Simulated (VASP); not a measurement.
# Hf4Cl in VASP: notebook, part 2 of 2

VASP 6.6.1.

## (3) Single point, PBE

This run uses another cell than the first one: it holds 10 atoms, not 5.

INCAR

```
SYSTEM = Hf4Cl
PREC     = Accurate       ! precision mode
ENCUT    = 520            ! plane-wave cutoff, eV
EDIFF    = 1E-6           ! SCF threshold, eV
ISMEAR   = 0              ! smearing method
SIGMA    = 0.1            ! smearing width, eV
LREAL    = .FALSE.        ! projectors in reciprocal space
LASPH    = .TRUE.         ! aspherical terms in the spheres
NELM     = 60             ! most SCF steps
ALGO     = Normal         ! electronic algorithm
ISIF     = 2              ! what is computed and relaxed
LWAVE    = .FALSE.        ! write WAVECAR
LCHARG   = .FALSE.        ! write CHGCAR
GGA      = PE             ! functional
NBANDS   = 58             ! bands
```

KPOINTS

```
Automatic mesh
0
G
  4 4 4
  0 0 0
```

POSCAR

```
Hf4Cl
1.0
    0.0000000000      4.1009274200      4.1009274200
    4.1009274200      0.0000000000      4.1009274200
    4.1009274200      4.1009274200      0.0000000000
Hf Cl
8 2
Direct
    0.7427949300      0.2572050700      0.2572050700
    0.2572050700      0.7427949300      0.7427949300
    0.2572050700      0.7427949300      0.2572050700
    0.7427949300      0.2572050700      0.7427949300
    0.2572050700      0.2572050700      0.7427949300
    0.7427949300      0.7427949300      0.2572050700
    0.2500000000      0.2500000000      0.2500000000
    0.7500000000      0.7500000000      0.7500000000
    0.5000000000      0.5000000000      0.5000000000
    0.0000000000      0.0000000000      0.0000000000
```

Potentials or basis: VASP PAW PBE potentials, release 64 (Hf_pv, Cl).

Run with:

```bash
> cat potpaw_PBE.64/Hf_pv/POTCAR potpaw_PBE.64/Cl/POTCAR > POTCAR
> mpirun -np 1 vasp_std > vasp.out
```

OUTCAR:

```text
SYSTEM = Hf4Cl
   PREC = Accurate
   ENCUT = 520
   EDIFF = 1E-6
   ISMEAR = 0
   LREAL = .FALSE.
   LASPH = .TRUE.
   NELM = 60
   ISIF = 2
   GGA = PE

 ion  position               nearest neighbor table
   1  0.743  0.257  0.257-   9 1.99  10 2.11   5 2.82   6 2.82   3 2.82   4 2.82   7 2.90   7 2.90
                             8 2.90   8 2.90   4 2.98   3 2.98   6 2.98   5 2.98
   2  0.257  0.743  0.743-   9 1.99  10 2.11   5 2.82   6 2.82   3 2.82   4 2.82   8 2.90   7 2.90
                             7 2.90   8 2.90   3 2.98   4 2.98   6 2.98   5 2.98
   3  0.257  0.743  0.257-   9 1.99  10 2.11   5 2.82   6 2.82   1 2.82   2 2.82   7 2.90   7 2.90
                             8 2.90   8 2.90   5 2.98   1 2.98   6 2.98   2 2.98
   4  0.743  0.257  0.743-   9 1.99  10 2.11   5 2.82   6 2.82   1 2.82   2 2.82   8 2.90   7 2.90
                             7 2.90   8 2.90   5 2.98   2 2.98   6 2.98   1 2.98
   5  0.257  0.257  0.743-   9 1.99  10 2.11   3 2.82   4 2.82   1 2.82   2 2.82   7 2.90   7 2.90
                             8 2.90   8 2.90   3 2.98   1 2.98   4 2.98   2 2.98
   6  0.743  0.743  0.257-   9 1.99  10 2.11   3 2.82   4 2.82   1 2.82   2 2.82   8 2.90   7 2.90
                             7 2.90   8 2.90   2 2.98   1 2.98   3 2.98   4 2.98
   7  0.250  0.250  0.250-   1 2.90   3 2.90   5 2.90   2 2.90   4 2.90   5 2.90   2 2.90   3 2.90
                             6 2.90   1 2.90   4 2.90   6 2.90
   8  0.750  0.750  0.750-   2 2.90   3 2.90   5 2.90   1 2.90   4 2.90   5 2.90   1 2.90   3 2.90
                             6 2.90   2 2.90   4 2.90   6 2.90
   9  0.500  0.500  0.500-   1 1.99   2 1.99   3 1.99   4 1.99   5 1.99   6 1.99
  10  0.000  0.000  0.000-   1 2.11   2 2.11   3 2.11   4 2.11   5 2.11   6 2.11

  LATTYP: Found a face centered cubic cell.
 ALAT       =     8.2018548400

  Lattice vectors:

 A1 = (   0.0000000000,   4.1009274200,   4.1009274200)
 A2 = (   4.1009274200,   0.0000000000,   4.1009274200)
 A3 = (   4.1009274200,   4.1009274200,   0.0000000000)

Analysis of symmetry for initial positions (statically):
=====================================================================
 Subroutine PRICEL returns:
 Original cell was already a primitive cell.

 Routine SETGRP: Setting up the symmetry group for a
 face centered cubic supercell.

[... 151 lines left out ...]
  volume of cell :      137.94
 maximum number of plane-waves:      3733
 NGX is ok and might be reduce to    48

 number of electron      94.0000001 magnetization

 Free energy of the ion-electron system (eV)
  ---------------------------------------------------
  ext. energy  EPLUGINS =         0.00000000
  ---------------------------------------------------
  free energy    TOTEN  =       -58.99654831 eV

  energy without entropy =      -58.93457252  energy(sigma->0) =      -58.96556041

 E-fermi :   9.3049     XC(G=0): -13.2514

 val. band max:        9.2915248656   @ k =   0.2500   0.2500   0.0000
 cond. band min:       9.3274673170   @ k =   0.5000   0.2500   0.0000
 fundamental gap:      0.0359424514
 Fermi energy:         9.3049263459

 k-point     1 :       0.0000    0.0000    0.0000
  band No.  band energies     occupation
      1     -24.6374      2.00000
      2     -22.5152      2.00000
      3     -22.5152      2.00000
      4     -22.5152      2.00000
      5     -21.7662      2.00000
      6     -21.7662      2.00000
[... 477 lines left out ...]
     57      12.2331      0.00000
     58      12.4314      0.00000

------------------------ aborting loop because EDIFF is reached ----------------------------------------

  FORCE on cell =-STRESS in cart. coord.  units (eV):
  Direction    XX          YY          ZZ          XY          YZ          ZX
  --------------------------------------------------------------------------------------
  -------------------------------------------------------------------------------------
  Total      117.2615333    117.2615333    117.2615333      0.0000000      0.0000000     -0.0000000
  in kB     1362.0401392   1362.0401392   1362.0401392      0.0000000      0.0000000     -0.0000000
  external PRESSURE =    1362.0401392 kB  Pullay stress =       0.0000000 kB

 VOLUME and BASIS-vectors are now :
 -----------------------------------------------------------------------------
  energy-cutoff  :      520.00
  volume of cell :      137.94
      direct lattice vectors                 reciprocal lattice vectors
     0.000000000  4.100927420  4.100927420    -0.121923640  0.121923640  0.121923640
     4.100927420  0.000000000  4.100927420     0.121923640 -0.121923640  0.121923640
     4.100927420  4.100927420  0.000000000     0.121923640  0.121923640 -0.121923640

 POSITION                                       TOTAL-FORCE (eV/Angst)
 -----------------------------------------------------------------------------------
      2.10956      4.10093      4.10093        -6.264636      0.000000      0.000000
      6.09230      4.10093      4.10093         6.264636      0.000000      0.000000
      4.10093      2.10956      4.10093         0.000000     -6.264636      0.000000
      4.10093      6.09230      4.10093         0.000000      6.264636      0.000000
      4.10093      4.10093      2.10956         0.000000      0.000000     -6.264636
      4.10093      4.10093      6.09230         0.000000      0.000000      6.264636
      2.05046      2.05046      2.05046         0.000000      0.000000      0.000000
      6.15139      6.15139      6.15139        -0.000000      0.000000      0.000000
      4.10093      4.10093      4.10093        -0.000000      0.000000      0.000000
      0.00000      0.00000      0.00000         0.000000      0.000000      0.000000
 -----------------------------------------------------------------------------------
    total drift:                               -0.000000     -0.000000      0.000000

  FREE ENERGIE OF THE ION-ELECTRON SYSTEM (eV)
  ---------------------------------------------------
  free  energy   TOTEN  =       -58.9965483054 eV

  energy  without entropy=      -58.9345725178  energy(sigma->0) =      -58.96556041
```

OSZICAR:

```text
N       E                     dE             d eps       ncg     rms          rms(c)
DAV:   1     0.587889245898E+03    0.58789E+03   -0.52769E+04   928   0.164E+03
DAV:   2    -0.223444545857E+02   -0.61023E+03   -0.58644E+03  1104   0.426E+02
DAV:   3    -0.606800811448E+02   -0.38336E+02   -0.36953E+02  1176   0.743E+01
DAV:   4    -0.615567243900E+02   -0.87664E+00   -0.86276E+00  1072   0.103E+01
DAV:   5    -0.615784431277E+02   -0.21719E-01   -0.21559E-01  1136   0.147E+00    0.236E+02
DAV:   6    -0.594214173912E+02    0.21570E+01   -0.54740E+00  1030   0.102E+01    0.144E+02
DAV:   7    -0.590696796443E+02    0.35174E+00   -0.26945E+00  1036   0.739E+00    0.786E+00
DAV:   8    -0.590038157931E+02    0.65864E-01   -0.29119E-01  1056   0.277E+00    0.452E+00
DAV:   9    -0.589976119006E+02    0.62039E-02   -0.75496E-02  1102   0.112E+00    0.225E+00
DAV:  10    -0.589965052364E+02    0.11067E-02   -0.70180E-03  1072   0.427E-01    0.639E-01
DAV:  11    -0.589965808022E+02   -0.75566E-04   -0.12074E-03  1078   0.151E-01    0.124E-01
DAV:  12    -0.589965463141E+02    0.34488E-04   -0.12517E-04  1072   0.572E-02    0.779E-02
DAV:  13    -0.589965472363E+02   -0.92224E-06   -0.21234E-05  1110   0.190E-02    0.289E-02
DAV:  14    -0.589965485774E+02   -0.13411E-05   -0.13505E-06   736   0.720E-03    0.156E-02
DAV:  15    -0.589965483054E+02    0.27194E-06   -0.51256E-07   578   0.319E-03
   1 F= -.58996548E+02 E0= -.58965560E+02  d E =-.619758E-01
```

stdout:

```text
POSCAR found type information on POSCAR HfCl
 POSCAR found :  2 types and      10 ions
 scaLAPACK will be used
 LDA part: xc-table for (Slater+PW92), standard interpolation
 POSCAR, INCAR and KPOINTS ok, starting setup
 FFT: planning ... GRIDC
 FFT: planning ... GRID_SOFT
 FFT: planning ... GRID
 WAVECAR not read
 entering main loop
```

It took 4.2 min on 1 thread of AMD EPYC 7R43 (Zen 3), shared host; peak memory 0.29 GiB.

What came out:

```
Free energy            : -58.9965 eV
Pressure               : 136.2 GPa
Largest force          : 6.265 eV/Å
Band gap on the k mesh : zero (bands 47 and 48 overlap by 1.23 eV)
```

Forces in eV/Å, atoms in the order of the input:
```
Hf  -6.265  0.000  0.000
Hf   6.265  0.000  0.000
Hf   0.000 -6.265  0.000
Hf   0.000  6.265  0.000
Hf   0.000  0.000 -6.265
Hf   0.000  0.000  6.265
Hf   0.000  0.000  0.000
Hf   0.000  0.000  0.000
Cl   0.000  0.000  0.000
Cl   0.000  0.000  0.000
```

Caveat: the cell stands under pressure; spin-orbit coupling is left out, which moves the levels of the heavy elements; forces of over 1 eV/Å act on the atoms, so gaps and moduli don't describe the material at rest.
